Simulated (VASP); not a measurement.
# W (Im-3m) in VASP: further runs, part 2 of 2

VASP 6.6.1. Earlier steps stand in the parts before.

### Step 4. Single point, r2SCAN

This run uses another cell than the first one, of 15.58 Å³/atom.

POSCAR reads:

```
W
1.0
   -1.5733538482      1.5733538482      1.5733538482
    1.5733538482     -1.5733538482      1.5733538482
    1.5733538482      1.5733538482     -1.5733538482
W
1
Direct
    0.0000000000      0.0000000000      0.0000000000
```

INCAR.step1 reads:

```
PREC = Accurate
ENCUT = 520
ISMEAR = -1
SIGMA = 0.1
LREAL = F
LASPH = T
NELM = 60
NBANDS = 13
GGA = PE
ALGO = Normal
EDIFF = 1E-4
LWAVE = T
LCHARG = F
```

INCAR.step2 reads:

```
PREC = Accurate
ENCUT = 520
EDIFF = 1E-6
ISMEAR = -1
SIGMA = 0.1
LREAL = F
LASPH = T
NELM = 60
ALGO = Normal
ISIF = 2
LWAVE = F
LCHARG = F
METAGGA = R2SCAN
LMIXTAU = T
NBANDS = 13
ISTART = 1
```

KPOINTS reads:

```
Automatic mesh
0
Gamma
  24 24 24
```

Potentials or basis: VASP PAW PBE potentials, release 64 (W_sv).

On the command line:

```sh
$ cat potpaw_PBE.64/W_sv/POTCAR > POTCAR
$ cp INCAR.step1 INCAR
$ mpirun -np 1 vasp_std > vasp.out
$ cp INCAR.step2 INCAR
$ mpirun -np 1 vasp_std > vasp.out
```

OUTCAR:

```text
PREC = Accurate
   ENCUT = 520
   EDIFF = 1E-6
   ISMEAR = -1
   LREAL = F
   LASPH = T
   NELM = 60
   ISIF = 2
   METAGGA = R2SCAN
   ISTART = 1

 ion  position               nearest neighbor table
   1  0.000  0.000  0.000-

  LATTYP: Found a body centered cubic cell.
 ALAT       =     3.1467076964

  Lattice vectors:

 A1 = (  -1.5733538482,   1.5733538482,   1.5733538482)
 A2 = (   1.5733538482,  -1.5733538482,   1.5733538482)
 A3 = (   1.5733538482,   1.5733538482,  -1.5733538482)

Analysis of symmetry for initial positions (statically):
=====================================================================
 Subroutine PRICEL returns:
 Original cell was already a primitive cell.

 Routine SETGRP: Setting up the symmetry group for a
 body centered cubic supercell.

 Subroutine GETGRP returns: Found 48 space group operations
 (whereof 48 operations were pure point group operations)
 out of a pool of 48 trial point group operations.

The static configuration has the point symmetry O_h .

Analysis of symmetry for dynamics (positions and initial velocities):
=====================================================================
 Subroutine PRICEL returns:
 Original cell was already a primitive cell.

 Routine SETGRP: Setting up the symmetry group for a
 body centered cubic supercell.

 Subroutine GETGRP returns: Found 48 space group operations
 (whereof 48 operations were pure point group operations)
 out of a pool of 48 trial point group operations.

The dynamic configuration has the point symmetry O_h .

 Subroutine INISYM returns: Found 48 space group operations
 (whereof 48 operations are pure point group operations),
 and found     1 'primitive' translations

----------------------------------------------------------------------------------------

                                     Primitive cell

  volume of cell :      15.5790

  direct lattice vectors                    reciprocal lattice vectors
    -1.573353848  1.573353848  1.573353848     0.000000000  0.317792466  0.317792466
     1.573353848 -1.573353848  1.573353848     0.317792466  0.000000000  0.317792466
     1.573353848  1.573353848 -1.573353848     0.317792466  0.317792466  0.000000000

  length of vectors
     2.725128803  2.725128803  2.725128803     0.449426416  0.449426416  0.449426416

  position of ions in fractional coordinates (direct lattice)
     0.000000000  0.000000000  0.000000000

  ion indices of the primitive-cell ions
   primitive index   ion index
                 1           1

----------------------------------------------------------------------------------------

 KPOINTS: Automatic mesh

Automatic generation of k-mesh.
 Grid dimensions read from file:
 generate k-points for:   24   24   24

 Generating k-lattice:

  Cartesian coordinates                     Fractional coordinates (reciprocal lattice)
     0.000000000  0.013241353  0.013241353     0.041666667  0.000000000  0.000000000
     0.013241353  0.000000000  0.013241353     0.000000000  0.041666667  0.000000000
     0.013241353  0.013241353  0.000000000     0.000000000  0.000000000  0.041666667

  Length of vectors
     0.018726101  0.018726101  0.018726101

  Shift w.r.t. Gamma in fractional coordinates (k-lattice)
     0.000000000  0.000000000  0.000000000

 Subroutine IBZKPT returns following result:
 ===========================================

 Found    413 irreducible k-points:

 Following reciprocal coordinates:
            Coordinates               Weight
  0.000000  0.000000  0.000000      1.000000
  0.041667  0.000000  0.000000     12.000000
  0.083333  0.000000  0.000000     12.000000
  0.125000  0.000000  0.000000     12.000000
  0.166667  0.000000  0.000000     12.000000
  0.208333  0.000000  0.000000     12.000000
[... 16 lines left out ...]
  0.416667  0.041667  0.000000     48.000000
  0.458333  0.041667  0.000000     48.000000
 [... further k-points ...]
   k-points           NKPTS =    413   k-points in BZ     NKDIM =    413   number of bands    NBANDS=     13
   number of dos      NEDOS =    301   number of ions     NIONS =      1
   total plane-waves  NPLWV =   8000
   dimension x,y,z NGX =    20 NGY =   20 NGZ =   20
   dimension x,y,z NGXF=    40 NGYF=   40 NGZF=   40
   ions per type =               1
   NGX,Y,Z   is equivalent  to a cutoff of  12.20, 12.20, 12.20 a.u.
   NGXF,Y,Z  is equivalent  to a cutoff of  24.40, 24.40, 24.40 a.u.
 SYSTEM =  unknown system
   PREC   = accura    normal or accurate (medium, high low for compatibility)
   ISTART =      1    job   : 0-new  1-cont  2-samecut
   ICHARG =      0    charge: 1-file 2-atom 10-const
   ISPIN  =      1    spin polarized calculation?
   LNONCOLLINEAR =      F non collinear calculations
   LSORBIT =      F    spin-orbit coupling
   LASPH  =      T    aspherical Exc in radial PAW
   ENCUT  =  520.0 eV  38.22 Ry    6.18 a.u.   5.07  5.07  5.07*2*pi/ulx,y,z
   NELM   =     60;   NELMIN=  2; NELMDL=  0     # of ELM steps
   EDIFF  = 0.1E-05   stopping-criterion for ELM
   LREAL  =      F    real-space projection
   EDIFFG = 0.1E-04   stopping-criterion for IOM
   NSW    =      0    number of steps for IOM
   IBRION =     -1    ionic relax: 0-MD 1-quasi-New 2-CG
   NFREE  =      0    steps in history (QN), initial steepest desc. (CG)
   ISIF   =      2    stress and relaxation
   ISYM   =      2    0-nonsym 1-usesym 2-fastsym
   POTIM  = 0.5000    time-step for ionic-motion
   TEBEG  =    0.0;   TEEND  =   0.0 temperature during run
   PSTRESS=    0.0 pullay stress
   NELECT =      14.0000    total number of electrons
   NUPDOWN=      -1.0000    fix difference up-down
   EMIN   =  10.00;   EMAX   =-10.00  energy-range for DOS
   EFERMI =   0.00;   METHOD = LEGACY
   ISMEAR =    -1;   SIGMA  =   0.10  broadening in eV -4-tet -1-fermi 0-gaus
   EFERMI_NEDOS =   21; number of points for ismear=-14 and -15
   IALGO  =     38    algorithm
   IMIX   =      4    mixing-type and parameters
     AMIX     =   0.40;   BMIX     =  1.00
     AMIX_MAG =   1.60;   BMIX_MAG =  1.00
  volume/ion in A,a.u.               =      15.58       105.13
  Fermi-wavevector in a.u.,A,eV,Ry     =   1.579808  2.985405 33.957350  2.495795
  Thomas-Fermi vector in A             =   2.680132
   LORBIT       =      0    0 simple, 1 ext, 2 COOP (PROOUT), +10 PAW based schemes
   METAGGA = R2SCAN    functional components
   LHFCALC =     F    Hartree Fock is set to
   AEXX    =    0.0000 exact exchange contribution
   IVDW    =     0    specifies the selected vdW correction
   LEPSILON=     F    determine dielectric tensor
   LRPA    =     F    only Hartree local field effects (RPA)
 non-spin polarized calculation
  energy-cutoff  :      520.00
  volume of cell :       15.58
 maximum number of plane-waves:       432
   NGX = 11   NGY = 11   NGZ = 11

 number of electron      14.0000005 magnetization

 Free energy of the ion-electron system (eV)
  ---------------------------------------------------
  ext. energy  EPLUGINS =         0.00000000
  ---------------------------------------------------
  free energy    TOTEN  =       -51.34974692 eV

  energy without entropy =      -51.33714734  energy(sigma->0) =      -51.34344713

 E-fermi :  11.5676     XC(G=0): -15.0730

 val. band max:       11.5531764909   @ k =  -0.4583   0.4583   0.0417
 cond. band min:      11.5741476105   @ k =  -0.1667   0.1667   0.1250
 fundamental gap:      0.0209711196
 Fermi energy:        11.5676468725

 k-point     1 :       0.0000    0.0000    0.0000
  band No.  band energies     occupation
      1     -64.5507      2.00000
      2     -27.3816      2.00000
      3     -27.3816      2.00000
      4     -27.3816      2.00000
      5       1.3163      2.00000
      6      10.2300      2.00000
      7      10.2300      2.00000
      8      10.2300      2.00000
      9      14.1432      0.00000
     10      14.1432      0.00000
     11      26.8404      0.00000
     12      26.8404      0.00000
     13      26.8404      0.00000
[... 353 lines left out ...]
 k-point    24 :       0.4583    0.0417    0.0000
  band No.  band energies     occupation
      1     -64.3874      2.00000
      2     -28.8204      2.00000
      3     -27.8543      2.00000
      4     -27.4014      2.00000
      5       4.9295      2.00000
      6       7.7303      2.00000
      7      11.9004      0.06926
      8      13.9707      0.00000
      9      15.1462      0.00000
     10      18.0757      0.00000
     11      23.4515      0.00000
     12      23.8541      0.00000
     13      29.4845      0.00000

 [... further k-points ...]

------------------------ aborting loop because EDIFF is reached ----------------------------------------

  FORCE on cell =-STRESS in cart. coord.  units (eV):
  Direction    XX          YY          ZZ          XY          YZ          ZX
  --------------------------------------------------------------------------------------
  -------------------------------------------------------------------------------------
  Total        0.8106300      0.8106300      0.8106300      0.0000000      0.0000000     -0.0000000
  in kB       83.3669745     83.3669745     83.3669745      0.0000000      0.0000000     -0.0000000
  external PRESSURE =      83.3669745 kB  Pullay stress =       0.0000000 kB

 VOLUME and BASIS-vectors are now :
 -----------------------------------------------------------------------------
  energy-cutoff  :      520.00
  volume of cell :       15.58
      direct lattice vectors                 reciprocal lattice vectors
    -1.573353848  1.573353848  1.573353848     0.000000000  0.317792466  0.317792466
     1.573353848 -1.573353848  1.573353848     0.317792466  0.000000000  0.317792466
     1.573353848  1.573353848 -1.573353848     0.317792466  0.317792466  0.000000000

 POSITION                                       TOTAL-FORCE (eV/Angst)
 -----------------------------------------------------------------------------------
      0.00000      0.00000      0.00000        -0.000000     -0.000000     -0.000000
 -----------------------------------------------------------------------------------
    total drift:                                0.000000     -0.000000     -0.000000

  FREE ENERGIE OF THE ION-ELECTRON SYSTEM (eV)
  ---------------------------------------------------
  free  energy   TOTEN  =       -51.3497469159 eV

  energy  without entropy=      -51.3371473421  energy(sigma->0) =      -51.34344713
```

OUTCAR.step1:

```text
PREC = Accurate
   ENCUT = 520
   ISMEAR = -1
   LREAL = F
   LASPH = T
   NELM = 60
[... 597 lines left out ...]

 POSITION                                       TOTAL-FORCE (eV/Angst)
 -----------------------------------------------------------------------------------
      0.00000      0.00000      0.00000         0.000000     -0.000000     -0.000000
 -----------------------------------------------------------------------------------
    total drift:                                0.000000     -0.000000      0.000000

  FREE ENERGIE OF THE ION-ELECTRON SYSTEM (eV)
  ---------------------------------------------------
  free  energy   TOTEN  =       -12.9413808244 eV

  energy  without entropy=      -12.9269007829  energy(sigma->0) =      -12.93414080
```

Wall time 3.1 min (1 thread of Intel Xeon 8259CL, shared host); peak memory 0.2 GiB.

What came out:

```
Free energy            : -51.3497 eV
Pressure               : 8.3 GPa
Band gap on the k mesh : zero (bands 7 and 8 overlap by 6.78 eV)
```

Levels at points of the mesh, in eV from the Fermi level:
```
           k point  band 5  band 6  band 7  band 8  band 9  band 10
(0.00, 0.00, 0.00)  -10.25   -1.34   -1.34   -1.34    2.58     2.58
(0.50, 0.00, 0.00)   -6.71   -3.86    0.57    2.43    3.50     6.48
(0.50, 0.50, 0.50)   -6.20   -6.20    5.44    5.44    5.44     8.67
```

Caveat: the cell stands under pressure; the PAW data sets were made with another functional, which shifts forces and pressure a little; spin-orbit coupling is left out, which moves the levels of the heavy elements.

### Step 5. Single point, r2SCAN

This run uses another cell than the first one, of 15.72 Å³/atom.

POSCAR reads:

```
W
1.0
   -1.5779407497      1.5779407497      1.5779407497
    1.5779407497     -1.5779407497      1.5779407497
    1.5779407497      1.5779407497     -1.5779407497
W
1
Direct
    0.0000000000      0.0000000000      0.0000000000
```

INCAR.step1 reads:

```
PREC     = Accurate       # precision mode
ENCUT    = 520            # plane-wave cutoff, eV
ISMEAR   = -1             # smearing method
SIGMA    = 0.1            # smearing width, eV
LREAL    = False          # projectors in reciprocal space
LASPH    = True           # aspherical terms in the spheres
NELM     = 80             # most SCF steps
NBANDS   = 13             # bands
GGA      = PE             # functional
ALGO     = Normal         # electronic algorithm
EDIFF    = 1E-4           # SCF threshold, eV
LWAVE    = True           # write WAVECAR
LCHARG   = False          # write CHGCAR
```

INCAR.step2 reads:

```
PREC     = Accurate       # precision mode
ENCUT    = 520            # plane-wave cutoff, eV
EDIFF    = 1E-6           # SCF threshold, eV
ISMEAR   = -1             # smearing method
SIGMA    = 0.1            # smearing width, eV
LREAL    = False          # projectors in reciprocal space
LASPH    = True           # aspherical terms in the spheres
NELM     = 80             # most SCF steps
ALGO     = Normal         # electronic algorithm
ISIF     = 2              # what is computed and relaxed
LWAVE    = False          # write WAVECAR
LCHARG   = False          # write CHGCAR
METAGGA  = R2SCAN         # meta-GGA
LMIXTAU  = True         
NBANDS   = 13             # bands
ISTART   = 1
```

KPOINTS reads:

```
regular mesh
0
Gamma
  24 24 24
```

On the command line:

```sh
$ cat potpaw_PBE.64/W_sv/POTCAR > POTCAR
$ cp INCAR.step1 INCAR
$ mpirun -np 1 vasp_std > vasp.out
$ cp INCAR.step2 INCAR
$ mpirun -np 1 vasp_std > vasp.out
```

Wall time 2.8 min (1 thread of Intel Xeon 8259CL, shared host); peak memory 0.2 GiB.

The run converged. Its results:

```
Free energy            : -51.3556 eV
Pressure               : 5.3 GPa
Band gap on the k mesh : zero (bands 7 and 8 overlap by 6.70 eV)
```

Levels at points of the mesh, in eV from the Fermi level:
```csv
k point,band 4,band 5,band 6,band 7,band 8,band 9,band 10,band 11
"(0.00, 0.00, 0.00)",-38.97,-10.20,-1.32,-1.32,-1.32,2.56,2.56,15.26
"(0.50, 0.00, 0.00)",-38.98,-6.64,-3.82,0.54,2.40,3.47,6.40,11.79
"(0.50, 0.50, 0.50)",-39.95,-6.12,-6.12,5.38,5.38,5.38,8.60,8.60
```

Caveat: the cell stands under pressure; the PAW data sets were made with another functional, which shifts forces and pressure a little; spin-orbit coupling is left out, which moves the levels of the heavy elements.

### Step 6. Summary

```csv
cell,gap on the mesh (eV),pressure (GPa)
"a = 2.705 Å, angles 109.5°, 1 atom",none,16.5
"a = 2.717 Å, angles 109.5°, 1 atom",none,11.4
"a = 2.725 Å, angles 109.5°, 1 atom",none,8.3
"a = 2.733 Å, angles 109.5°, 1 atom",none,5.3
```

Alike in all rows: task single point; level r2SCAN; potentials or basis VASP PAW PBE potentials, release 64 (W_sv); no spin polarisation; k mesh 24 × 24 × 24; cutoff (eV) 520; smearing fermi-dirac 0.1 eV.

Caveats: the cell stands under pressure; the PAW data sets were made with another functional, which shifts forces and pressure a little; spin-orbit coupling is left out, which moves the levels of the heavy elements.

Total energies depend on the potentials used, so only differences within one code and one set of settings carry meaning.

The gap in the log of VASP goes by the Fermi energy; the results here count the filled bands.